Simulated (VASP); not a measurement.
# RbTiF4 (P4/mmm) in VASP: single point with r2SCAN

Aim: the single point of RbTiF4 with r2SCAN.

All numbers are computed with VASP 6.6.1; they aren't measurements. Logs are shortened: lines on timing, memory, paths and dates and some standing lists are left out, and cuts for length are marked.

## (1) The cell of the first run

The structure is tetragonal, space group P4/mmm (No. 123). The conventional cell has a = 3.920 Å, b = 3.920 Å, c = 6.503 Å, α = 90.00°, β = 90.00°, γ = 90.00°. Rb (site symmetry 4/mmm) has 16 F at 3.07 to 3.80 Å and 4 Rb at 3.92 Å within 4.0 Å. Within 2.5 Å of Ti (site symmetry 4/mmm) lie 6 F at 1.92 to 1.96 Å. F (site symmetry mmm) has 2 Ti at 1.96 Å within 2.6 Å. Within 2.5 Å of F (site symmetry 4mm) lie 1 Ti at 1.92 Å.

## (2) Single point, r2SCAN

POSCAR reads:

```
RbTiF4
1.0
    3.9197733634      0.0000000000      0.0000000000
    0.0000000000      3.9197733634      0.0000000000
    0.0000000000      0.0000000000      6.5032206781
Rb Ti F
1 1 4
Direct
    0.5000000000      0.5000000000      0.5000000000
    0.0000000000      0.0000000000      0.0000000000
    0.5000000000      0.0000000000      0.0000000000
    0.0000000000      0.5000000000      0.0000000000
    0.0000000000      0.0000000000      0.2955680738
    0.0000000000      0.0000000000      0.7044319262
```

INCAR.step1 reads:

```
SYSTEM = RbTiF4
  PREC = Accurate
  ENCUT = 520
  ISMEAR = -1
  SIGMA = 0.0299
  LREAL = .False.
  LASPH = .True.
  NELM = 80
  NBANDS = 34
  GGA = PE
  ALGO = Normal
  EDIFF = 1E-4
  LWAVE = .True.
  LCHARG = .False.
```

INCAR.step2 reads:

```
SYSTEM = RbTiF4
  PREC = Accurate
  ENCUT = 520
  EDIFF = 1E-6
  ISMEAR = -1
  SIGMA = 0.0299
  LREAL = .False.
  LASPH = .True.
  NELM = 80
  ALGO = Normal
  ISIF = 2
  LWAVE = .False.
  LCHARG = .True.
  METAGGA = R2SCAN
  LMIXTAU = .True.
  LELF = .True.
  LVHAR = .True.
  NBANDS = 34
  ISTART = 1
```

KPOINTS reads:

```
regular mesh
0
Gamma
  8 8 5
  0 0 0
```

Potentials or basis: VASP PAW PBE potentials, release 64 (Rb_sv, Ti_sv, F).

Launch:

```
> cat potpaw_PBE.64/Rb_sv/POTCAR potpaw_PBE.64/Ti_sv/POTCAR potpaw_PBE.64/F/POTCAR > POTCAR
> cp INCAR.step1 INCAR
> mpirun -np 1 vasp_std > vasp.out
> cp INCAR.step2 INCAR
> mpirun -np 1 vasp_std > vasp.out
```

OUTCAR:

```text
SYSTEM = RbTiF4
   PREC = Accurate
   ENCUT = 520
   EDIFF = 1E-6
   ISMEAR = -1
   LREAL = .False.
   LASPH = .True.
   NELM = 80
   ISIF = 2
   METAGGA = R2SCAN
   ISTART = 1

 ion  position               nearest neighbor table
   1  0.500  0.500  0.500-   5 3.07   6 3.07   5 3.07   6 3.07   5 3.07   6 3.07   5 3.07   6 3.07
                             4 3.80   3 3.80   4 3.80   3 3.80   4 3.80   4 3.80   3 3.80   3 3.80
   2  0.000  0.000  0.000-   5 1.92   6 1.92   3 1.96   4 1.96   4 1.96   3 1.96   1 4.27   1 4.27
                             1 4.27   1 4.27   1 4.27   1 4.27   1 4.27   1 4.27
   3  0.500  0.000  0.000-   2 1.96   2 1.96   1 3.80   1 3.80   1 3.80   1 3.80
   4  0.000  0.500  0.000-   2 1.96   2 1.96   1 3.80   1 3.80   1 3.80   1 3.80
   5  0.000  0.000  0.296-   2 1.92   1 3.07   1 3.07   1 3.07   1 3.07
   6  0.000  0.000  0.704-   2 1.92   1 3.07   1 3.07   1 3.07   1 3.07

  LATTYP: Found a simple tetragonal cell.
 ALAT       =     3.9197733634
 C/A-ratio  =     1.6590807874

  Lattice vectors:

 A1 = (   3.9197733634,   0.0000000000,   0.0000000000)
 A2 = (   0.0000000000,   3.9197733634,   0.0000000000)
 A3 = (   0.0000000000,   0.0000000000,   6.5032206781)

Analysis of symmetry for initial positions (statically):
=====================================================================
 Subroutine PRICEL returns:
 Original cell was already a primitive cell.

 Routine SETGRP: Setting up the symmetry group for a
 simple tetragonal supercell.

 Subroutine GETGRP returns: Found 16 space group operations
 (whereof 16 operations were pure point group operations)
 out of a pool of 16 trial point group operations.

The static configuration has the point symmetry D_4h.

Analysis of symmetry for dynamics (positions and initial velocities):
=====================================================================
 Subroutine PRICEL returns:
 Original cell was already a primitive cell.

 Routine SETGRP: Setting up the symmetry group for a
 simple tetragonal supercell.

 Subroutine GETGRP returns: Found 16 space group operations
 (whereof 16 operations were pure point group operations)
 out of a pool of 16 trial point group operations.

The dynamic configuration has the point symmetry D_4h.

 Subroutine INISYM returns: Found 16 space group operations
 (whereof 16 operations are pure point group operations),
 and found     1 'primitive' translations

----------------------------------------------------------------------------------------

                                     Primitive cell

  volume of cell :      99.9195

  direct lattice vectors                    reciprocal lattice vectors
     3.919773363  0.000000000  0.000000000     0.255116791  0.000000000  0.000000000
     0.000000000  3.919773363  0.000000000     0.000000000  0.255116791  0.000000000
     0.000000000  0.000000000  6.503220678     0.000000000  0.000000000  0.153769963

  length of vectors
     3.919773363  3.919773363  6.503220678     0.255116791  0.255116791  0.153769963

  position of ions in fractional coordinates (direct lattice)
     0.500000000  0.500000000  0.500000000
     0.000000000  0.000000000  0.000000000
     0.500000000  0.000000000  0.000000000
     0.000000000  0.500000000  0.000000000
     0.000000000  0.000000000  0.295568074
     0.000000000  0.000000000  0.704431926

  ion indices of the primitive-cell ions
   primitive index   ion index
                 1           1
                 2           2
                 3           3
                 4           4
                 5           5
                 6           6

----------------------------------------------------------------------------------------

 KPOINTS: regular mesh

Automatic generation of k-mesh.
 Grid dimensions read from file:
 generate k-points for:    8    8    5

 Generating k-lattice:

  Cartesian coordinates                     Fractional coordinates (reciprocal lattice)
     0.031889599  0.000000000  0.000000000     0.125000000  0.000000000  0.000000000
     0.000000000  0.031889599  0.000000000     0.000000000  0.125000000  0.000000000
     0.000000000  0.000000000  0.030753993     0.000000000  0.000000000  0.200000000

  Length of vectors
     0.031889599  0.031889599  0.030753993

  Shift w.r.t. Gamma in fractional coordinates (k-lattice)
     0.000000000  0.000000000  0.000000000

 Subroutine IBZKPT returns following result:
 ===========================================

 Found     45 irreducible k-points:

 Following reciprocal coordinates:
            Coordinates               Weight
  0.000000  0.000000  0.000000      1.000000
  0.125000  0.000000  0.000000      4.000000
  0.250000  0.000000  0.000000      4.000000
  0.375000  0.000000  0.000000      4.000000
  0.500000  0.000000  0.000000      2.000000
  0.125000  0.125000  0.000000      4.000000
[... 16 lines left out ...]
  0.375000  0.125000  0.200000     16.000000
  0.500000  0.125000  0.200000      8.000000
 [... further k-points ...]
   k-points           NKPTS =     45   k-points in BZ     NKDIM =     45   number of bands    NBANDS=     34
   number of dos      NEDOS =    301   number of ions     NIONS =      6
   total plane-waves  NPLWV =  43200
   dimension x,y,z NGX =    30 NGY =   30 NGZ =   48
   dimension x,y,z NGXF=    60 NGYF=   60 NGZF=   96
   ions per type =               1   1   4
   NGX,Y,Z   is equivalent  to a cutoff of  12.72, 12.72, 12.27 a.u.
   NGXF,Y,Z  is equivalent  to a cutoff of  25.45, 25.45, 24.54 a.u.
 SYSTEM =  RbTiF4
   PREC   = accura    normal or accurate (medium, high low for compatibility)
   ISTART =      1    job   : 0-new  1-cont  2-samecut
   ICHARG =      0    charge: 1-file 2-atom 10-const
   ISPIN  =      1    spin polarized calculation?
   LNONCOLLINEAR =      F non collinear calculations
   LSORBIT =      F    spin-orbit coupling
   LASPH  =      T    aspherical Exc in radial PAW
   ENCUT  =  520.0 eV  38.22 Ry    6.18 a.u.   7.29  7.29 12.09*2*pi/ulx,y,z
   NELM   =     80;   NELMIN=  2; NELMDL=  0     # of ELM steps
   EDIFF  = 0.1E-05   stopping-criterion for ELM
   LREAL  =      F    real-space projection
   EDIFFG = 0.1E-04   stopping-criterion for IOM
   NSW    =      0    number of steps for IOM
   IBRION =     -1    ionic relax: 0-MD 1-quasi-New 2-CG
   NFREE  =      0    steps in history (QN), initial steepest desc. (CG)
   ISIF   =      2    stress and relaxation
   ISYM   =      2    0-nonsym 1-usesym 2-fastsym
   POTIM  = 0.5000    time-step for ionic-motion
   TEBEG  =    0.0;   TEEND  =   0.0 temperature during run
   PSTRESS=    0.0 pullay stress
   NELECT =      49.0000    total number of electrons
   NUPDOWN=      -1.0000    fix difference up-down
   EMIN   =  10.00;   EMAX   =-10.00  energy-range for DOS
   EFERMI =   0.00;   METHOD = LEGACY
   ISMEAR =    -1;   SIGMA  =   0.03  broadening in eV -4-tet -1-fermi 0-gaus
   EFERMI_NEDOS =   21; number of points for ismear=-14 and -15
   IALGO  =     38    algorithm
   IMIX   =      4    mixing-type and parameters
     AMIX     =   0.40;   BMIX     =  1.00
     AMIX_MAG =   1.60;   BMIX_MAG =  1.00
  volume/ion in A,a.u.               =      16.65       112.38
  Fermi-wavevector in a.u.,A,eV,Ry     =   1.290992  2.439620 22.676274  1.666659
  Thomas-Fermi vector in A             =   2.422789
   LORBIT       =      0    0 simple, 1 ext, 2 COOP (PROOUT), +10 PAW based schemes
   METAGGA = R2SCAN    functional components
   LHFCALC =     F    Hartree Fock is set to
   AEXX    =    0.0000 exact exchange contribution
   IVDW    =     0    specifies the selected vdW correction
   LEPSILON=     F    determine dielectric tensor
   LRPA    =     F    only Hartree local field effects (RPA)
 non-spin polarized calculation
  energy-cutoff  :      520.00
  volume of cell :       99.92
 maximum number of plane-waves:      2728
 NGX is ok and might be reduce to    30
   NGX = 15   NGY = 15   NGZ = 25

 number of electron      48.9999990 magnetization

 Free energy of the ion-electron system (eV)
  ---------------------------------------------------
  ext. energy  EPLUGINS =         0.00000000
  ---------------------------------------------------
  free energy    TOTEN  =       -59.67899941 eV

  energy without entropy =      -59.66107328  energy(sigma->0) =      -59.67003635

 E-fermi :   3.8992     XC(G=0):  -9.2447

 val. band max:        3.8966976511   @ k =   0.0000   0.0000   0.0000
 cond. band min:       3.9007777135   @ k =   0.1250   0.0000   0.0000
 fundamental gap:      0.0040800624
 Fermi energy:         3.8991791935

 k-point     1 :       0.0000    0.0000    0.0000
  band No.  band energies     occupation
      1     -57.7042      2.00000
      2     -33.2613      2.00000
      3     -32.8802      2.00000
      4     -32.8802      2.00000
      5     -26.0614      2.00000
      6     -24.4139      2.00000
[... 26 lines left out ...]
     33       9.4192      0.00000
     34      11.1033      0.00000

 k-point     2 :       0.1250    0.0000    0.0000
  band No.  band energies     occupation
      1     -57.7039      2.00000
      2     -33.2609      2.00000
      3     -32.9099      2.00000
      4     -32.8798      2.00000
      5     -26.0539      2.00000
      6     -24.3686      2.00000
[... 26 lines left out ...]
     33       9.2381      0.00000
     34      10.9917      0.00000

 k-point     3 :       0.2500    0.0000    0.0000
  band No.  band energies     occupation
      1     -57.7029      2.00000
      2     -33.2599      2.00000
      3     -32.9799      2.00000
      4     -32.8789      2.00000
      5     -26.0357      2.00000
      6     -24.3055      2.00000
[... 26 lines left out ...]
     33       8.7783      0.00000
     34      10.9092      0.00000
[... 704 lines left out ...]
 k-point    23 :       0.3750    0.1250    0.2000
  band No.  band energies     occupation
      1     -57.7016      2.00000
      2     -33.2586      2.00000
      3     -33.0475      2.00000
      4     -32.9075      2.00000
      5     -26.0119      2.00000
      6     -24.1948      2.00000
[... 26 lines left out ...]
     33       9.4816      0.00000
     34      10.2135      0.00000

 k-point    24 :       0.5000    0.1250    0.2000
  band No.  band energies     occupation
      1     -57.7012      2.00000
      2     -33.2582      2.00000
      3     -33.0751      2.00000
      4     -32.9071      2.00000
      5     -26.0048      2.00000
      6     -24.1879      2.00000
[... 26 lines left out ...]
     33       9.5760      0.00000
     34      10.2352      0.00000

 [... further k-points ...]
[... 5 lines left out ...]
  --------------------------------------------------------------------------------------
  -------------------------------------------------------------------------------------
  Total        0.2131870      0.2131870      0.3541014      0.0000000     -0.0000000     -0.0000000
  in kB        3.4183849      3.4183849      5.6779017      0.0000000     -0.0000000     -0.0000000
  external PRESSURE =       4.1715571 kB  Pullay stress =       0.0000000 kB

 VOLUME and BASIS-vectors are now :
 -----------------------------------------------------------------------------
  energy-cutoff  :      520.00
  volume of cell :       99.92
      direct lattice vectors                 reciprocal lattice vectors
     3.919773363  0.000000000  0.000000000     0.255116791  0.000000000  0.000000000
     0.000000000  3.919773363  0.000000000     0.000000000  0.255116791  0.000000000
     0.000000000  0.000000000  6.503220678     0.000000000  0.000000000  0.153769963

 POSITION                                       TOTAL-FORCE (eV/Angst)
 -----------------------------------------------------------------------------------
      1.95989      1.95989      3.25161         0.000000      0.000000      0.000000
      0.00000      0.00000      0.00000         0.000000      0.000000      0.000000
      1.95989      0.00000      0.00000         0.000000      0.000000      0.000000
      0.00000      1.95989      0.00000         0.000000      0.000000      0.000000
      0.00000      0.00000      1.92214         0.000000      0.000000      0.112581
      0.00000      0.00000      4.58108        -0.000000     -0.000000     -0.112581
 -----------------------------------------------------------------------------------
    total drift:                                0.000000     -0.000000      0.000000

  FREE ENERGIE OF THE ION-ELECTRON SYSTEM (eV)
  ---------------------------------------------------
  free  energy   TOTEN  =       -59.6789994133 eV

  energy  without entropy=      -59.6610732846  energy(sigma->0) =      -59.67003635
```

Wall time 12 min (1 thread of Oxide Virtual Turin-like, shared host); peak memory 0.26 GiB.

What came out:

* Free energy: -59.6790 eV
* Pressure: 0.4 GPa
* Largest force: 0.113 eV/Å

Forces in eV/Å, atoms in the order of the input:
```
Rb   0.000  0.000  0.000
Ti   0.000  0.000  0.000
F    0.000  0.000  0.000
F    0.000  0.000  0.000
F    0.000  0.000  0.113
F    0.000  0.000 -0.113
```

Levels at points of the mesh, in eV from the Fermi level:
| k point | band 20 | band 21 | band 22 | band 23 | band 24 | band 25 | band 26 | band 27 | band 28 | band 29 |
| --- | --- | --- | --- | --- | --- | --- | --- | --- | --- | --- |
| (0.00, 0.00, 0.00) | -7.25 | -7.25 | -6.90 | -6.90 | -6.50 | -0.66 | 0.00 | 0.00 | 1.16 | 1.27 |
| (0.50, 0.00, 0.00) | -7.32 | -7.21 | -7.03 | -6.58 | -6.58 | 0.03 | 0.25 | 0.71 | 1.69 | 3.28 |
| (0.50, 0.50, 0.00) | -7.12 | -7.00 | -6.68 | -6.64 | -6.64 | 0.73 | 0.73 | 0.91 | 2.84 | 4.13 |

Caveat: the PAW data sets were made with another functional, which shifts forces and pressure a little; an odd number of electrons without spin polarisation forces a metal; a magnetic or distorted state may lie lower; semilocal functionals often make such compounds metallic where correlation or magnetic order opens a gap, which also shifts bond lengths.
